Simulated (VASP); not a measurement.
Set up this calculation in VASP 6.6.1, as the native input.

- Task: single point
- Functional: PBEsol
- Potentials or basis: VASP PAW PBE potentials, release 64 (Ga_d, Sb)
- Cutoff: 500 eV
- k mesh: 6 × 6 × 6
- Occupations: gaussian, width 0.01 eV
- Spin: no spin polarisation
- Dipole correction: no
- Further INCAR settings: ALGO = Normal; EDIFF = 1e-06; NBANDS = 16

The structure of GaSb lies in POSCAR:

```
GaSb
1.0
   -1.5241390061      2.6203957796      2.8342492230
    1.5241390061     -2.6203957796      2.8342492230
    1.5241390061      2.6203957796     -2.8342492230
Ga Sb
1 1
Direct
    0.0000000000      0.0000000000      0.0000000000
    0.5000000000      0.5000000000      0.0000000000
```

The input as run:

INCAR

```
SYSTEM = GaSb
PREC = Accurate
ENCUT = 500
EDIFF = 1E-6
ISMEAR = 0
SIGMA = 0.01
LREAL = .False.
LASPH = .True.
NELM = 120
ALGO = Normal
ISIF = 2
LWAVE = .False.
LCHARG = .True.
GGA = PS
LELF = .True.
LVHAR = .True.
NBANDS = 16
GGA_COMPAT = .False.
```

KPOINTS

```
regular mesh
0
Gamma
  6 6 6
  0 0 0
```

Potentials or basis: VASP PAW PBE potentials, release 64 (Ga_d, Sb).

Launch:

```bash
$ cat potpaw_PBE.64/Ga_d/POTCAR potpaw_PBE.64/Sb/POTCAR > POTCAR
$ mpirun -np 1 vasp_std > vasp.out
```

It gave:

```yaml
Pressure: 0.3 GPa
Band_gap_on_the_k_mesh: zero (band 9 reaches 8.73 eV, above the bottom of band 10 at 3.96 eV)
```

Caveat: the k points lie up to 0.40 Å⁻¹ apart; the PAW data sets were made with another functional, which shifts forces and pressure a little; spin-orbit coupling is left out, which moves the levels of the heavy elements.

Wall time 29 s on 1 thread of Intel(R) Xeon(R) Platinum 8375C CPU @ 2.90GHz (Ice Lake), on a shared host, peak memory 0.18 GiB.
